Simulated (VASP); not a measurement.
Cs3Cl2: single point with PBE

Cs3Cl2:

```
Cs Cl
1.0
     6.78798    0.00000    0.00000
     0.00000    6.78798    0.00000
     0.00000    0.00000    6.78798
Cs Cl
3 2
Direct
  0.00000 0.50000 0.50000
  0.50000 0.00000 0.50000
  0.50000 0.50000 0.00000
  0.00000 0.00000 0.00000
  0.50000 0.50000 0.50000
```

| Property | Result |
| --- | --- |
| Program | VASP 6.6.1 |
| Task | single point |
| Functional | PBE |
| Potentials or basis | VASP PAW PBE potentials, release 64 (Cs_sv, Cl) |
| Cutoff | 520 eV |
| k mesh | 6 × 6 × 6 |
| Occupations | gaussian, width 0.1 eV |
| Spin | no spin polarisation |
| Dipole correction | no |
| Further INCAR settings | ALGO = Normal; EDIFF = 1e-06; NBANDS = 28 |

```json
{
 "Pressure": "0.0 GPa"
}
```

Levels at points of the mesh, in eV from the Fermi level:
```tsv
k point	band 17	band 18	band 19	band 20	band 21	band 22	band 23	band 24
(0.00, 0.00, 0.00)	-5.47	-3.53	-3.53	-3.53	-1.20	0.39	0.39	0.61
(0.50, 0.00, 0.00)	-5.50	-3.64	-3.55	-3.55	-0.06	0.00	0.81	1.21
(0.50, 0.50, 0.00)	-5.52	-3.60	-3.60	-3.57	0.74	0.74	0.95	1.07
(0.50, 0.50, 0.50)	-6.08	-3.56	-3.56	-3.56	0.65	0.70	0.70	0.70
```

Wall time 2.4 min on 1 thread of Intel(R) Xeon(R) Platinum 8259CL CPU @ 2.50GHz (Skylake/Cascade Lake) (shared host), peak memory 0.39 GiB.

Caveat: spin-orbit coupling is left out, which moves the levels of the heavy elements; an odd number of electrons without spin polarisation forces a metal; a magnetic or distorted state may lie lower.
